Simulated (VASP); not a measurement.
# Bi (P6/mmm) in VASP: further runs

Bi is run at these levels: PBE; tasks: single point.

All numbers are computed with VASP 6.6.1; they aren't measurements. Logs are shortened: lines on timing, memory, paths and dates and some standing lists are left out, and cuts for length are marked.

## Step 1: The cell of the first run

Symmetry: P6/mmm, No. 191, hexagonal system. The conventional cell has a = 2.551 Å, b = 2.551 Å, c = 2.398 Å, α = 90.00°, β = 90.00°, γ = 120.00°. Within 3.2 Å of Bi (site symmetry 6/mmm) lie 8 Bi at 2.40 to 2.55 Å.

This isn't the form of Bi at room conditions, which is rhombohedral.

## Step 2: Single point, PBE

The input, INCAR:

```
PREC = Accurate
ENCUT = 520
EDIFF = 1E-7
ISMEAR = -1
SIGMA = 0.1
LREAL = False
LASPH = True
NELM = 80
ALGO = Normal
ISIF = 2
LWAVE = False
LCHARG = False
GGA = PE
NBANDS = 14
```

The input, KPOINTS:

```
Automatic mesh
0
Gamma
  14 14 13
```

The input, POSCAR:

```
Bi
1.0
    2.5510113425      0.0000000000      0.0000000000
   -1.2755056712      2.2092406280      0.0000000000
    0.0000000000      0.0000000000      2.3977756611
Bi
1
Direct
    0.0000000000      0.0000000000      0.0000000000
```

Potentials or basis: VASP PAW PBE potentials, release 64 (Bi_d).

Run with:

```bash
$ cat potpaw_PBE.64/Bi_d/POTCAR > POTCAR
$ mpirun -np 1 vasp_std > vasp.out
```

OUTCAR:

```text
PREC = Accurate
   ENCUT = 520
   EDIFF = 1E-7
   ISMEAR = -1
   LREAL = False
   LASPH = True
   NELM = 80
   ISIF = 2
   GGA = PE

 ion  position               nearest neighbor table
   1  0.000  0.000  0.000-

  LATTYP: Found a hexagonal cell.
 ALAT       =     2.5510113425
 C/A-ratio  =     0.9399313994

  Lattice vectors:

 A1 = (   2.5510113425,   0.0000000000,   0.0000000000)
 A2 = (  -1.2755056712,   2.2092406280,   0.0000000000)
 A3 = (   0.0000000000,   0.0000000000,   2.3977756611)

Analysis of symmetry for initial positions (statically):
=====================================================================
 Subroutine PRICEL returns:
 Original cell was already a primitive cell.

 Routine SETGRP: Setting up the symmetry group for a
 hexagonal supercell.

 Subroutine GETGRP returns: Found 24 space group operations
 (whereof 24 operations were pure point group operations)
 out of a pool of 24 trial point group operations.

The static configuration has the point symmetry D_6h.

Analysis of symmetry for dynamics (positions and initial velocities):
=====================================================================
 Subroutine PRICEL returns:
 Original cell was already a primitive cell.

 Routine SETGRP: Setting up the symmetry group for a
 hexagonal supercell.

 Subroutine GETGRP returns: Found 24 space group operations
 (whereof 24 operations were pure point group operations)
 out of a pool of 24 trial point group operations.

The dynamic configuration has the point symmetry D_6h.

 Subroutine INISYM returns: Found 24 space group operations
 (whereof 24 operations are pure point group operations),
 and found     1 'primitive' translations

----------------------------------------------------------------------------------------

                                     Primitive cell

  volume of cell :      13.5134

  direct lattice vectors                    reciprocal lattice vectors
     2.551011342  0.000000000  0.000000000     0.392001393  0.226322110  0.000000000
    -1.275505671  2.209240628  0.000000000     0.000000000  0.452644220  0.000000000
     0.000000000  0.000000000  2.397775661     0.000000000  0.000000000  0.417053195

  length of vectors
     2.551011342  2.551011343  2.397775661     0.452644220  0.452644220  0.417053195

  position of ions in fractional coordinates (direct lattice)
     0.000000000  0.000000000  0.000000000

  ion indices of the primitive-cell ions
   primitive index   ion index
                 1           1

----------------------------------------------------------------------------------------

 KPOINTS: Automatic mesh

Automatic generation of k-mesh.
 Grid dimensions read from file:
 generate k-points for:   14   14   13

 Generating k-lattice:

  Cartesian coordinates                     Fractional coordinates (reciprocal lattice)
     0.028000100  0.016165865  0.000000000     0.071428571  0.000000000  0.000000000
     0.000000000  0.032331730  0.000000000     0.000000000  0.071428571  0.000000000
     0.000000000  0.000000000  0.032081015     0.000000000  0.000000000  0.076923077

  Length of vectors
     0.032331730  0.032331730  0.032081015

  Shift w.r.t. Gamma in fractional coordinates (k-lattice)
     0.000000000  0.000000000  0.000000000

 Subroutine IBZKPT returns following result:
 ===========================================

 Found    168 irreducible k-points:

 Following reciprocal coordinates:
            Coordinates               Weight
  0.000000  0.000000  0.000000      1.000000
  0.071429  0.000000  0.000000      6.000000
  0.142857 -0.000000  0.000000      6.000000
  0.214286  0.000000  0.000000      6.000000
  0.285714 -0.000000  0.000000      6.000000
  0.357143  0.000000  0.000000      6.000000
[... 16 lines left out ...]
  0.285714  0.285714  0.000000      6.000000
  0.357143  0.285714  0.000000      6.000000
 [... further k-points ...]
   k-points           NKPTS =    168   k-points in BZ     NKDIM =    168   number of bands    NBANDS=     14
   number of dos      NEDOS =    301   number of ions     NIONS =      1
   total plane-waves  NPLWV =   7200
   dimension x,y,z NGX =    20 NGY =   20 NGZ =   18
   dimension x,y,z NGXF=    40 NGYF=   40 NGZF=   36
   ions per type =               1
   NGX,Y,Z   is equivalent  to a cutoff of  13.03, 13.03, 12.48 a.u.
   NGXF,Y,Z  is equivalent  to a cutoff of  26.07, 26.07, 24.96 a.u.
 SYSTEM =  unknown system
   PREC   = accura    normal or accurate (medium, high low for compatibility)
   ISTART =      0    job   : 0-new  1-cont  2-samecut
   ICHARG =      2    charge: 1-file 2-atom 10-const
   ISPIN  =      1    spin polarized calculation?
   LNONCOLLINEAR =      F non collinear calculations
   LSORBIT =      F    spin-orbit coupling
   LASPH  =      T    aspherical Exc in radial PAW
   ENCUT  =  520.0 eV  38.22 Ry    6.18 a.u.   4.74  4.74  4.46*2*pi/ulx,y,z
   NELM   =     80;   NELMIN=  2; NELMDL= -5     # of ELM steps
   EDIFF  = 0.1E-06   stopping-criterion for ELM
   LREAL  =      F    real-space projection
   EDIFFG = 0.1E-05   stopping-criterion for IOM
   NSW    =      0    number of steps for IOM
   IBRION =     -1    ionic relax: 0-MD 1-quasi-New 2-CG
   NFREE  =      0    steps in history (QN), initial steepest desc. (CG)
   ISIF   =      2    stress and relaxation
   ISYM   =      2    0-nonsym 1-usesym 2-fastsym
   POTIM  = 0.5000    time-step for ionic-motion
   TEBEG  =    0.0;   TEEND  =   0.0 temperature during run
   PSTRESS=    0.0 pullay stress
   NELECT =      15.0000    total number of electrons
   NUPDOWN=      -1.0000    fix difference up-down
   EMIN   =  10.00;   EMAX   =-10.00  energy-range for DOS
   EFERMI =   0.00;   METHOD = LEGACY
   ISMEAR =    -1;   SIGMA  =   0.10  broadening in eV -4-tet -1-fermi 0-gaus
   EFERMI_NEDOS =   21; number of points for ismear=-14 and -15
   IALGO  =     38    algorithm
   IMIX   =      4    mixing-type and parameters
     AMIX     =   0.40;   BMIX     =  1.00
     AMIX_MAG =   1.60;   BMIX_MAG =  1.00
  volume/ion in A,a.u.               =      13.51        91.19
  Fermi-wavevector in a.u.,A,eV,Ry     =   1.695056  3.203190 39.092440  2.873213
  Thomas-Fermi vector in A             =   2.776169
   LORBIT       =      0    0 simple, 1 ext, 2 COOP (PROOUT), +10 PAW based schemes
   GGA     = PE    functional components
   LHFCALC =     F    Hartree Fock is set to
   AEXX    =    0.0000 exact exchange contribution
   IVDW    =     0    specifies the selected vdW correction
   LEPSILON=     F    determine dielectric tensor
   LRPA    =     F    only Hartree local field effects (RPA)
 non-spin polarized calculation
  energy-cutoff  :      520.00
  volume of cell :       13.51
 maximum number of plane-waves:       393
 NGX is ok and might be reduce to    20
   NGX =  9   NGY =  9   NGZ =  9

 number of electron      15.0000000 magnetization

 Free energy of the ion-electron system (eV)
  ---------------------------------------------------
  ext. energy  EPLUGINS =         0.00000000
  ---------------------------------------------------
  free energy    TOTEN  =         6.21672284 eV

  energy without entropy =        6.23040227  energy(sigma->0) =        6.22356256

 E-fermi :  24.7286     XC(G=0): -14.9095

 val. band max:       24.6937279985   @ k =   0.2143   0.0000   0.0769
 cond. band min:      24.7291521724   @ k =   0.2857   0.1429   0.2308
 fundamental gap:      0.0354241739
 Fermi energy:        24.7285562923

 k-point     1 :       0.0000    0.0000    0.0000
  band No.  band energies     occupation
      1      -4.1062      2.00000
      2      -2.1628      2.00000
      3      -2.1628      2.00000
      4      -0.2374      2.00000
      5      -0.2374      2.00000
      6       0.0842      2.00000
      7      28.4072      0.00000
      8      30.0636      0.00000
      9      33.1548      0.00000
     10      33.1548      0.00000
     11      36.3058      0.00000
     12      40.5851      0.00000
     13      40.5851      0.00000
     14      43.5053      0.00000

 k-point     2 :       0.0714    0.0000    0.0000
  band No.  band energies     occupation
      1      -4.0614      2.00000
      2      -2.2025      2.00000
      3      -2.0700      2.00000
      4      -0.2907      2.00000
      5      -0.2489      2.00000
      6       0.2838      2.00000
      7      28.6881      0.00000
      8      29.9789      0.00000
      9      31.8247      0.00000
     10      32.5424      0.00000
     11      36.3718      0.00000
     12      41.1096      0.00000
     13      41.2433      0.00000
     14      44.1149      0.00000

 k-point     3 :       0.1429   -0.0000    0.0000
  band No.  band energies     occupation
      1      -3.9471      2.00000
      2      -2.3228      2.00000
      3      -1.8041      2.00000
      4      -0.4377      2.00000
      5      -0.2810      2.00000
      6       0.9112      2.00000
      7      27.9157      0.00000
      8      29.5065      0.00000
      9      31.1257      0.00000
     10      31.2181      0.00000
     11      36.0500      0.00000
     12      42.1050      0.00000
     13      42.1264      0.00000
     14      45.9624      0.00000
[... 324 lines left out ...]
 k-point    23 :       0.2857    0.2857    0.0000
  band No.  band energies     occupation
      1      -3.2910      2.00000
      2      -2.1230      2.00000
      3      -1.2209      2.00000
      4      -1.0405      2.00000
      5      -0.7807      2.00000
      6      10.3307      2.00000
      7      15.2490      2.00000
      8      17.7978      2.00000
      9      34.4243      0.00000
     10      37.1774      0.00000
     11      38.8992      0.00000
     12      41.0745      0.00000
     13      42.1313      0.00000
     14      45.1825      0.00000

 k-point    24 :       0.3571    0.2857    0.0000
  band No.  band energies     occupation
      1      -3.2652      2.00000
      2      -1.9422      2.00000
      3      -1.3748      2.00000
      4      -1.0058      2.00000
      5      -0.8530      2.00000
      6      11.6162      2.00000
      7      14.4450      2.00000
      8      16.8467      2.00000
      9      34.9153      0.00000
     10      36.4514      0.00000
     11      40.3017      0.00000
     12      41.0975      0.00000
     13      42.3008      0.00000
     14      43.2850      0.00000

 [... further k-points ...]

------------------------ aborting loop because EDIFF is reached ----------------------------------------

  FORCE on cell =-STRESS in cart. coord.  units (eV):
  Direction    XX          YY          ZZ          XY          YZ          ZX
  --------------------------------------------------------------------------------------
  -------------------------------------------------------------------------------------
  Total       31.5323770     31.5323770     31.5386445      0.0000000      0.0000000      0.0000000
  in kB     3738.5512185   3738.5512187   3739.2943064      0.0000001      0.0000000      0.0000000
  external PRESSURE =    3738.7989145 kB  Pullay stress =       0.0000000 kB

 VOLUME and BASIS-vectors are now :
 -----------------------------------------------------------------------------
  energy-cutoff  :      520.00
  volume of cell :       13.51
      direct lattice vectors                 reciprocal lattice vectors
     2.551011342  0.000000000  0.000000000     0.392001393  0.226322110  0.000000000
    -1.275505671  2.209240628  0.000000000     0.000000000  0.452644220  0.000000000
     0.000000000  0.000000000  2.397775661     0.000000000  0.000000000  0.417053195

 POSITION                                       TOTAL-FORCE (eV/Angst)
 -----------------------------------------------------------------------------------
      0.00000      0.00000      0.00000         0.000000      0.000000      0.000000
 -----------------------------------------------------------------------------------
    total drift:                                0.000000      0.000000      0.000000

  FREE ENERGIE OF THE ION-ELECTRON SYSTEM (eV)
  ---------------------------------------------------
  free  energy   TOTEN  =         6.2167228367 eV

  energy  without entropy=        6.2304022749  energy(sigma->0) =        6.22356256
```

Run time: 40 s. Hardware: 1 thread of Intel Xeon 8259CL, shared host; peak memory 0.15 GiB.

Results:

```
Free energy            : 6.2167 eV
Pressure               : 373.9 GPa
Band gap on the k mesh : zero (an odd number of electrons rules out a gap without spin polarisation)
```

Caveat: the cell stands under pressure; spin-orbit coupling is left out, which moves the levels of the heavy elements.

## Step 3: Single point, PBE (13.51 Å³/atom)

The input, INCAR:

```
SYSTEM = Bi
  ALGO = Normal
  EDIFF = 1E-7
  ENCUT = 520
  GGA = PE
  ISIF = 2
  ISMEAR = -1
  LASPH = .TRUE.
  LCHARG = .FALSE.
  LREAL = .FALSE.
  LWAVE = .FALSE.
  NBANDS = 14
  NELM = 100
  PREC = Accurate
  SIGMA = 0.1
```

The input, KPOINTS:

```
k-points
0
G
  14 14 13
  0 0 0
```

POSCAR is that of step 2.

Potentials or basis: VASP PAW PBE potentials, release 64 (Bi_d).

Run with:

```bash
$ cat potpaw_PBE.64/Bi_d/POTCAR > POTCAR
$ mpirun -np 1 vasp_std > vasp.out
```

Run time: 34 s. Hardware: 1 thread of Intel Xeon 8259CL, shared host; peak memory 0.15 GiB.

The run converged. Its results:

```yaml
Free_energy: 6.2167 eV
Pressure: 373.9 GPa
Band_gap_on_the_k_mesh: zero (an odd number of electrons rules out a gap without spin polarisation)
```

Levels at points of the mesh, in eV from the Fermi level:
| k point | band 4 | band 5 | band 6 | band 7 | band 8 | band 9 | band 10 | band 11 |
| --- | --- | --- | --- | --- | --- | --- | --- | --- |
| (0.00, 0.00, 0.00) | -24.97 | -24.97 | -24.64 | 3.68 | 5.34 | 8.43 | 8.43 | 11.58 |
| (0.50, 0.00, 0.00) | -25.19 | -24.77 | -14.03 | -13.74 | 0.62 | 8.01 | 8.63 | 11.30 |

Caveat: the cell stands under pressure; spin-orbit coupling is left out, which moves the levels of the heavy elements.

## Step 4: Single point, PBE

This run uses another cell than the first one, of 15.20 Å³/atom.

The input, INCAR:

```
PREC     = Accurate       # precision mode
ENCUT    = 520            # plane-wave cutoff, eV
EDIFF    = 1E-6           # SCF threshold, eV
ISMEAR   = -1             # smearing method
SIGMA    = 0.1            # smearing width, eV
LREAL    = False          # projectors in reciprocal space
LASPH    = True           # aspherical terms in the spheres
NELM     = 60             # most SCF steps
ALGO     = Normal         # electronic algorithm
ISIF     = 2              # what is computed and relaxed
LWAVE    = False          # write WAVECAR
LCHARG   = False          # write CHGCAR
GGA      = PE             # functional
NBANDS   = 14             # bands
```

The input, KPOINTS:

```
regular mesh
0
Gamma
  14 14 13
```

The input, POSCAR:

```
Bi
1.0
    2.6492229734      0.0000000000      0.0000000000
   -1.3246114867      2.2942943952      0.0000000000
    0.0000000000      0.0000000000      2.5012023281
Bi
1
Direct
    0.0000000000      0.0000000000      0.0000000000
```

Run with:

```bash
$ cat potpaw_PBE.64/Bi_d/POTCAR > POTCAR
$ mpirun -np 1 vasp_std > vasp.out
```

It took 31 s on 1 thread of Intel Xeon 8259CL, shared host; peak memory 0.15 GiB.

The run converged. Its results:

```yaml
Free_energy: 2.9880 eV
Pressure: 248.4 GPa
Band_gap_on_the_k_mesh: zero (an odd number of electrons rules out a gap without spin polarisation)
```

Levels at points of the mesh, in eV from the Fermi level:
| k point | band 3 | band 4 | band 5 | band 6 | band 7 | band 8 | band 9 | band 10 | band 11 | band 12 |
| --- | --- | --- | --- | --- | --- | --- | --- | --- | --- | --- |
| (0.00, 0.00, 0.00) | -25.90 | -24.46 | -24.46 | -22.49 | 3.71 | 6.42 | 8.11 | 8.11 | 10.71 | 15.03 |
| (0.50, 0.00, 0.00) | -25.20 | -24.63 | -24.30 | -13.59 | -12.19 | 1.01 | 8.05 | 8.69 | 10.77 | 16.79 |

Caveat: the cell stands under pressure; spin-orbit coupling is left out, which moves the levels of the heavy elements.
